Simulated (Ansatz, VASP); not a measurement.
# One calculation of Pt, two programs

```
CELL_PARAMETERS angstrom
0.00000 1.86000 1.86000
1.86000 0.00000 1.86000
1.86000 1.86000 0.00000
ATOMIC_POSITIONS crystal
Pt 0.00000 0.00000 0.00000
```

Change from the starting cell: strain -0.050 along x and y, -0.050 along z, atoms carried along.

Alike in both runs: task single point; functional PBE; k mesh 20 × 20 × 20; occupations gaussian, width 0.15 eV; no spin polarisation.

|  | VASP | Ansatz |
| --- | --- | --- |
| version | VASP 6.6.1 | Ansatz 0.2.0 |
| potentials or method | VASP PAW PBE potentials, release 64 (Pt), cutoff 520 eV | scalar-relativistic, plane waves, PAW |
| valence electrons in the cell | 10 | 18 |

VASP gave:

```
gap on the k mesh at the Fermi level (eV) : none
pressure (GPa)                            : 81.3
```

Q: What did Ansatz give for the same quantities?

A: gap on the k mesh at the Fermi level (eV): none; pressure (GPa): 81.8.

A gap of «none» marks a metal or a gap that the smearing closes. Both programs put the cell under a high pressure, so it lies far from rest at this level. VASP's potentials hold 10 valence electrons a cell and Ansatz's 18, so a difference there can come from the potentials and not from the codes.

Spin-orbit coupling is off throughout. Noted on VASP's run: the cell as given lies far from equilibrium.
